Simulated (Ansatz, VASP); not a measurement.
# One calculation of As, two programs

```
CELL_PARAMETERS angstrom
1.42593 -4.34873 0.00000
1.42593 4.34873 0.00000
0.00000 0.00000 3.68958
ATOMIC_POSITIONS crystal
As 0.90381 0.09619 0.25000
As 0.09619 0.90381 0.75000
```

Alike in both runs: functional PBE; k mesh 20 × 20 × 14; occupations gaussian, width 0.1 eV; no spin polarisation.

Ansatz relaxed the structure, and its values are those at the end. VASP's run is a single point on that final structure, the one shown.

```csv
,VASP,Ansatz
version,VASP 6.6.1,Ansatz 0.2.0
potentials or method,"VASP PAW PBE potentials, release 64 (As_d), cutoff 510 eV","scalar-relativistic, plane waves, PAW"
valence electrons in the cell,30,30
```

VASP gave:

* gap on the k mesh at the Fermi level (eV): none
* pressure (GPa): 0.1
* rms of the force components (eV/Å): 0.009

**Question.** Which values does Ansatz return?

**Answer.** gap on the k mesh at the Fermi level (eV): none; pressure (GPa): 0.0; rms of the force components (eV/Å): 0.002.

A gap of «none» marks a metal or a gap that the smearing closes. With one functional, cell and mesh, what is left measures potentials, basis and numerics.
